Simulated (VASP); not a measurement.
Here is a VASP 6.6.1 calculation.

File INCAR:

```
ALGO = Normal ; EDIFF = 1E-6
ENCUT = 520 ; GGA = PE
ISIF = 2 ; ISMEAR = 0
LASPH = T ; LCHARG = F
LREAL = F ; LWAVE = F
NBANDS = 28 ; NELM = 100
PREC = Accurate ; SIGMA = 0.05
```

Contents of KPOINTS:

```
Automatic mesh
0
Gamma
  8 8 8
  0.5 0.5 0.5
```

POSCAR

```
WI2O2
1.0
   -1.9019821537      1.9026560607      8.4071169306
    1.9019821537     -1.9026560607      8.4071169306
    1.9019821537      1.9026560607     -8.4071169306
W I O
1 2 2
Direct
    0.0000000000      0.0000000000      0.0000000000
    0.1611668394      0.1611668394      0.0000000000
    0.8388331606      0.8388331606      0.0000000000
    0.5000000000      0.0000000000      0.5000000000
    0.0000000000      0.5000000000      0.5000000000
```

Potentials or basis: VASP PAW PBE potentials, release 64 (W_sv, I, O).

The run is started by

```bash
$ cat potpaw_PBE.64/W_sv/POTCAR potpaw_PBE.64/I/POTCAR potpaw_PBE.64/O/POTCAR > POTCAR
$ mpirun -np 1 vasp_std > vasp.out
```

**Question.** What does it give for the band gap on the k mesh?

**Answer.** Zero (bands 20 and 21 overlap by 0.56 eV).

**Question.** Estimate the pressure.

**Answer.** 2.3 GPa.

Forces in eV/Å, atoms in the order of the input:
```
W    0.000  0.000  0.000
I    0.000  0.000  0.003
I    0.000  0.000 -0.003
O    0.000  0.000  0.000
O    0.000  0.000  0.000
```

Caveat: spin-orbit coupling is left out, which moves the levels of the heavy elements.
